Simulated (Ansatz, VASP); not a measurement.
**CdTe: VASP beside Ansatz**

The input INCAR:

```
PREC = Accurate
ENCUT = 520
EDIFF = 1E-6
ISMEAR = -1
SIGMA = 0.05
LREAL = F
LASPH = T
NELM = 100
ALGO = Normal
ISIF = 2
LWAVE = F
LCHARG = T
GGA = PS
LELF = T
LVHAR = T
NBANDS = 16
```

File KPOINTS:

```
Automatic mesh
0
Gamma
  13 13 13
```

POSCAR

```
CdTe
1.0
    3.1212265436      0.0000000000      0.0000000000
    0.0000000000      3.1212265436      0.0000000000
    0.0000000000      0.0000000000      3.1212265436
Cd Te
1 1
Direct
    0.0000000000      0.0000000000      0.0000000000
    0.5000000000      0.5000000000      0.5000000000
```

Input for Ansatz:

```yaml
crystal:
  lattice:
    - [3.1212265436, 0.0, 0.0]
    - [0.0, 3.1212265436, 0.0]
    - [0.0, 0.0, 3.1212265436]
  atoms:
    - { symbol: Cd, position: [0.0, 0.0, 0.0] }
    - { symbol: Te, position: [0.5, 0.5, 0.5] }
kpoints:
  mp_grid: { grid: [13, 13, 13] }
scf:
  occupations: { method: fermi_dirac, width: 0.05 }
hamiltonian:
  xc: pbesol
  pseudopotentials: { kind: paw }
output:
  forces: true
  stress: true
  eigenvalues: true
  populations: true
```

Change from the starting cell: volume scaled by 0.6, PAW files.

Alike in both runs: task single point; functional PBEsol; k mesh 13 × 13 × 13; occupations fermi-dirac, width 0.05 eV; no spin polarisation.

```csv
,VASP,Ansatz
version,VASP 6.6.1,Ansatz 0.2.0
potentials or method,"VASP PAW PBE potentials, release 64 (Cd, Te)","PAW with Ansatz's default frozen-core files, scalar-relativistic"
plane-wave cutoff (eV),520,420
valence electrons in the cell,18,36
```

VASP gave:

| Item | Value |
| --- | --- |
| pressure (GPa) | 103.8 |

Which values does Ansatz return?

Pressure (GPa): 101.0.

VASP's potentials were made for PBE, not for PBEsol. Both programs put the cell under a high pressure, so it lies far from rest at this level. VASP's potentials hold 18 valence electrons a cell and Ansatz's 36, so a difference there can come from the potentials and not from the codes.

Neither program's run includes spin-orbit coupling. Noted on VASP's run: the cell as given lies far from equilibrium.
